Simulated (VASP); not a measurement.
Wanted: the native input for a VASP 6.6.1 run.

```
Task                   : single point
Functional             : PBE
Potentials or basis    : VASP PAW PBE potentials, release 64 (Ta_pv, C)
Cutoff                 : 600 eV
k mesh                 : 8 × 8 × 8
Occupations            : fermi-dirac, width 0.1 eV
Spin                   : no spin polarisation
Dipole correction      : no
Further INCAR settings : ALGO = Normal; EDIFF = 1e-06; NBANDS = 14
```

The structure of TaC lies in POSCAR:

```
TaC
1.0
    3.1437970000      0.0000000000      0.0000000000
    1.5718985000      2.7226080663      0.0000000000
    1.5718985000      0.9075360221      2.5668995016
Ta C
1 1
Direct
    0.0000000000      0.0000000000      0.0000000000
    0.5000000000      0.5000000000      0.5000000000
```

The input as run:

INCAR

```
SYSTEM = TaC
ALGO = Normal
EDIFF = 1E-6
ENCUT = 600
GGA = PE
GGA_COMPAT = .False.
ISIF = 2
ISMEAR = -1
LASPH = .True.
LCHARG = .False.
LREAL = .False.
LWAVE = .False.
NBANDS = 14
NELM = 120
PREC = Accurate
SIGMA = 0.1
```

KPOINTS

```
k-points
0
Gamma
  8 8 8
  0 0 0
```

Potentials or basis: VASP PAW PBE potentials, release 64 (Ta_pv, C).

Launch:

```bash
$ cat potpaw_PBE.64/Ta_pv/POTCAR potpaw_PBE.64/C/POTCAR > POTCAR
$ mpirun -np 1 vasp_std > vasp.out
```

Results of the run:

* Pressure: 7.4 GPa

Wall time 24 s on 1 thread of Intel Xeon 8259CL, on a shared host, peak memory 0.16 GiB.
